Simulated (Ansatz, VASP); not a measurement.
**CdS: VASP beside Ansatz**

The input POSCAR:

```
CdS
1.0
    4.1688380995      0.0000000000      0.0000000000
   -2.0844190498      3.6103196984      0.0000000000
    0.0000000000      0.0000000000      6.7796174100
Cd S
2 2
Direct
    0.6666666667      0.3333333333      0.5002243700
    0.3333333333      0.6666666667      0.0002243700
    0.6666666667      0.3333333333      0.8767756300
    0.3333333333      0.6666666667      0.3767756300
```

The input INCAR.step1:

```
SYSTEM = CdS
ALGO     = Normal         ! electronic algorithm
EDIFF    = 1E-4           ! SCF threshold, eV
ENCUT    = 520            ! plane-wave cutoff, eV
GGA      = PE             ! functional
ISMEAR   = -1             ! smearing method
LASPH    = .TRUE.         ! aspherical terms in the spheres
LCHARG   = .FALSE.        ! write CHGCAR
LREAL    = .FALSE.        ! projectors in reciprocal space
LWAVE    = .TRUE.         ! write WAVECAR
NBANDS   = 26             ! bands
NELM     = 60             ! most SCF steps
PREC     = Accurate       ! precision mode
SIGMA    = 0.01           ! smearing width, eV
```

Contents of INCAR.step2:

```
SYSTEM = CdS
ALGO     = Normal         ! electronic algorithm
EDIFF    = 1E-8           ! SCF threshold, eV
ENCUT    = 520            ! plane-wave cutoff, eV
ISIF     = 2              ! what is computed and relaxed
ISMEAR   = -1             ! smearing method
ISTART   = 1            
LASPH    = .TRUE.         ! aspherical terms in the spheres
LCHARG   = .FALSE.        ! write CHGCAR
LEFG     = .TRUE.       
LMIXTAU  = .TRUE.       
LREAL    = .FALSE.        ! projectors in reciprocal space
LWAVE    = .FALSE.        ! write WAVECAR
METAGGA  = R2SCAN         ! meta-GGA
NBANDS   = 26             ! bands
NELM     = 60             ! most SCF steps
PREC     = Accurate       ! precision mode
SIGMA    = 0.01           ! smearing width, eV
```

The input KPOINTS:

```
k-points
0
G
  9 9 5
  0 0 0
```

Input for Ansatz:

```yaml
crystal:
  lattice:
    - [4.1688380995, 0.0, 0.0]
    - [-2.0844190498, 3.6103196984, 0.0]
    - [0.0, 0.0, 6.77961741]
  atoms:
    - { symbol: Cd, position: [0.6666666667, 0.3333333333, 0.50022437] }
    - { symbol: Cd, position: [0.3333333333, 0.6666666667, 0.00022437] }
    - { symbol: S, position: [0.6666666667, 0.3333333333, 0.87677563] }
    - { symbol: S, position: [0.3333333333, 0.6666666667, 0.37677563] }
kpoints:
  mp_grid: { grid: [9, 9, 5] }
scf:
  occupations: { method: fermi_dirac, width: 0.01 }
hamiltonian:
  xc: r2scan
  pseudopotentials: { kind: paw }
output:
  forces: true
  stress: true
  populations: true
  efg: { quadrupole_moments_barn: { S: -0.0694 }, contact_densities: true }
  write_density: true
  write_potential: true
  elf: true
  volumetric_format: npy
```

Alike in both runs: task electric field gradients; functional r2SCAN; k mesh 9 × 9 × 5; occupations fermi-dirac, width 0.01 eV; no spin polarisation.

|  | VASP | Ansatz |
| --- | --- | --- |
| version | VASP 6.6.1 | Ansatz 0.2.0 |
| potentials or method | VASP PAW PBE potentials, release 64 (Cd, S) | plane-wave PAW, scalar-relativistic |
| plane-wave cutoff (eV) | 520 | 500 |
| valence electrons in the cell | 36 | 52 |

Ansatz gave:

| Item | Value |
| --- | --- |
| gap on the k mesh at the Fermi level (eV) | 1.62 |
| pressure (GPa) | -0.3 |
| rms of the force components (eV/Å) | 0.004 |
| size of Vzz on the site where it differs most (V/Å²) | 2.9 |

Problem. Estimate VASP's values.

Solution. gap on the k mesh at the Fermi level (eV): 1.61; pressure (GPa): 0.0; rms of the force components (eV/Å): 0.003; size of Vzz on the site where it differs most (V/Å²): 3.0.

VASP's potentials were made for PBE, not for r2SCAN. Atom by atom the forces differ by 0.000 eV/Å (rms over components). VASP's potentials hold 36 valence electrons a cell and Ansatz's 52, so a difference there can come from the potentials and not from the codes.
